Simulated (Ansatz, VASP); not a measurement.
# Two plane-wave programs on CuO

INCAR

```
PREC     = Accurate       # precision mode
ENCUT    = 520            # plane-wave cutoff, eV
EDIFF    = 1E-7           # SCF threshold, eV
ISMEAR   = 0              # smearing method
SIGMA    = 0.05           # smearing width, eV
LREAL    = F              # projectors in reciprocal space
LASPH    = T              # aspherical terms in the spheres
NELM     = 150            # most SCF steps
ALGO     = Normal         # electronic algorithm
ISIF     = 2              # what is computed and relaxed
LWAVE    = F              # write WAVECAR
LCHARG   = F              # write CHGCAR
ISPIN    = 2              # spin polarisation
MAGMOM   = 0.61 0.61 0.32 0.32 # initial moments
LORBIT   = 11             # projections on sites
LMAXMIX  = 4              # l up to which the mixer works
LDAU     = T              # DFT+U
LDAUTYPE = 2            
LDAUL    = 2 -1           # shell
LDAUU    = 4 0            # U, eV
LDAUJ    = 0 0          
LDAUPRINT= 1            
GGA      = PE             # functional
NBANDS   = 29             # bands
```

The input KPOINTS:

```
Automatic mesh
0
Gamma
  10 10 6
```

Contents of POSCAR:

```
CuO
1.0
    2.2183601213     -1.6210601343      0.0000000000
    2.2183601213      1.6210601343      0.0000000000
   -0.8052039821      0.0000000000      4.7911590254
Cu O
2 2
Direct
    0.0000000000      0.5000000000      0.0000000000
    0.5000000000      0.0000000000      0.5000000000
    0.5816000000      0.4184000000      0.2500000000
    0.4184000000      0.5816000000      0.7500000000
```

Input for Ansatz:

```yaml
crystal:
  lattice:
    - [2.2183601213, -1.6210601343, 0.0]
    - [2.2183601213, 1.6210601343, 0.0]
    - [-0.8052039821, 0.0, 4.7911590254]
  atoms:
    - { symbol: Cu, position: [0.0, 0.5, 0.0], spin: 0.61 }
    - { symbol: Cu, position: [0.5, 0.0, 0.5], spin: 0.61 }
    - { symbol: O, position: [0.5816, 0.4184, 0.25], spin: 0.32 }
    - { symbol: O, position: [0.4184, 0.5816, 0.75], spin: 0.32 }
magnetization:
  spin_polarized: true
basis:
  ecutwfc: 420
  fft_grid_basis: typed
kpoints:
  mp_grid: { grid: [10, 10, 6] }
hamiltonian:
  xc: pbe
  hubbard: { sites: [{ species: Cu, l: d, u_eff: 4.0 }] }
scf:
  occupations: { method: gaussian, width: 0.05 }
output:
  forces: true
  stress: true
  eigenvalues: true
  bader: true
  write_density: true
  volumetric_format: npy
  populations: true
  elf: true
```

Alike in both runs: task single point; functional PBE; k mesh 10 × 10 × 6; occupations gaussian, width 0.05 eV; collinear spin; Hubbard terms Cu d U = 4.0 eV.

|  | VASP | Ansatz |
| --- | --- | --- |
| version | VASP 6.6.1 | Ansatz 0.2.0 |
| potentials or method | VASP PAW PBE potentials, release 64 (Cu, O), cutoff 520 eV | scalar-relativistic, plane waves, PAW |
| valence electrons in the cell | 34 | 50 |

|  | VASP | Ansatz | Ansatz less VASP |
| --- | --- | --- | --- |
| gap on the k mesh at the Fermi level (eV) | none | none | - |
| rms of the force components (eV/Å) | 0.254 | 0.258 | +0.0039 |
| net moment per atom (μB) | 0.50 | 0.45 | -0.046 |
| size of the moment on the site where the two differ most (μB) | 0.66 | 0.58 | -0.080 |

Site moments also hang on the region over which each program counts them. The programs project onto different local orbitals, so the same U acts differently, and such runs can settle in different states. Atom by atom the forces differ by 0.004 eV/Å (rms over components). A gap of «none» marks a metal or a gap that the smearing closes. VASP's potentials hold 34 valence electrons a cell and Ansatz's 50, so a difference there can come from the potentials and not from the codes. Ansatz's warnings: filled band counts differ across k points, stability check not made.
